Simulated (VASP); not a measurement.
Si16HC16 (a cell with a defect): single point with PBE

The system is Si16HC16 (a cell with a defect).

```
CELL_PARAMETERS angstrom
6.18792 0.00000 0.00000
-3.09396 5.35890 0.00000
0.00000 0.00000 10.12878
ATOMIC_POSITIONS crystal
Si 0.32513 0.16929 0.93344
Si 0.16632 0.33270 0.43763
Si 0.99902 0.99803 0.68680
Si 0.99819 0.99634 0.18836
Si 0.29363 0.58741 0.91942
Si 0.16676 0.83422 0.43899
Si 0.99533 0.49781 0.68474
Si 0.00247 0.50319 0.19076
Si 0.84426 0.16921 0.93340
Si 0.66708 0.33426 0.43979
Si 0.49957 0.99921 0.68596
Si 0.50234 0.00460 0.19664
Si 0.83475 0.66958 0.93580
Si 0.66746 0.83422 0.43900
Si 0.50240 0.49781 0.68475
Si 0.50068 0.50321 0.19075
C 0.33434 0.16388 0.74710
C 0.16553 0.33112 0.24658
C 0.00054 0.00106 0.49910
C 0.99649 0.99283 0.99894
C 0.33247 0.66505 0.74305
C 0.16937 0.83539 0.25001
C 0.00007 0.50012 0.49793
C 0.99884 0.51154 0.00318
C 0.82953 0.16386 0.74706
C 0.67169 0.34345 0.25175
C 0.50011 0.00022 0.49791
C 0.53334 0.06649 0.01467
C 0.83305 0.66618 0.74742
C 0.66607 0.83537 0.25002
C 0.49998 0.50012 0.49794
C 0.51254 0.51162 0.00318
H 0.15774 0.31559 0.87004
```

```
Program                : VASP 6.6.1
Task                   : single point
Functional             : PBE
Potentials or basis    : VASP PAW PBE potentials, release 64 (Si, C, H)
Cutoff                 : 520 eV
k mesh                 : 1 × 1 × 1
Occupations            : fermi-dirac, width 0.01 eV
Spin                   : no spin polarisation
Dipole correction      : no
Charge                 : 1
Further INCAR settings : LREAL = Auto; ALGO = Normal; EDIFF = 1e-06; NBANDS = 86; NELECT = 128.0
```

```yaml
Largest_force: 0.025 eV/Å
```

Forces in eV/Å, atoms in the order of the input:
```
Si  -0.007 -0.003  0.003
Si   0.000  0.004  0.005
Si  -0.001  0.005  0.009
Si  -0.001 -0.004 -0.005
Si   0.000 -0.025 -0.003
Si   0.004 -0.004  0.001
Si   0.000 -0.002  0.005
Si  -0.005 -0.003  0.001
Si   0.004  0.001  0.002
Si   0.001 -0.003 -0.002
Si   0.003  0.005  0.006
Si   0.000 -0.003 -0.003
Si  -0.002 -0.001  0.005
Si  -0.004 -0.002  0.000
Si   0.001 -0.001  0.004
Si   0.003 -0.003  0.002
C    0.000  0.005 -0.002
C    0.001  0.005  0.003
C   -0.001 -0.006 -0.012
C   -0.002  0.011  0.001
C    0.001  0.005 -0.018
C   -0.005 -0.001 -0.004
C   -0.004  0.000  0.009
C   -0.002  0.007 -0.010
C   -0.001  0.004  0.001
C    0.003 -0.003 -0.010
C   -0.001  0.000  0.014
C   -0.003 -0.001 -0.005
C    0.000  0.001  0.008
C    0.003 -0.001 -0.004
C    0.006  0.000  0.011
C    0.008  0.007 -0.011
H    0.001  0.005 -0.001
```

Levels at points of the mesh, in eV from the Fermi level:
```csv
k point,band 60,band 61,band 62,band 63,band 64,band 65,band 66,band 67,band 68,band 69
"(0.00, 0.00, 0.00)",-0.88,-0.86,-0.46,-0.29,-0.28,0.29,1.85,1.88,2.07,2.34
```

Run time: 2.3 min on 1 thread of Intel Xeon 8259CL, on a shared host, peak memory 0.37 GiB.

Caveat: the k points lie up to 1.17 Å⁻¹ apart, too coarse for converged energies, forces and pressures; the cell carries a net charge on a neutralising background, which shifts energy and pressure; the cell is charged against a uniform background, so pressure and absolute levels hang on convention.
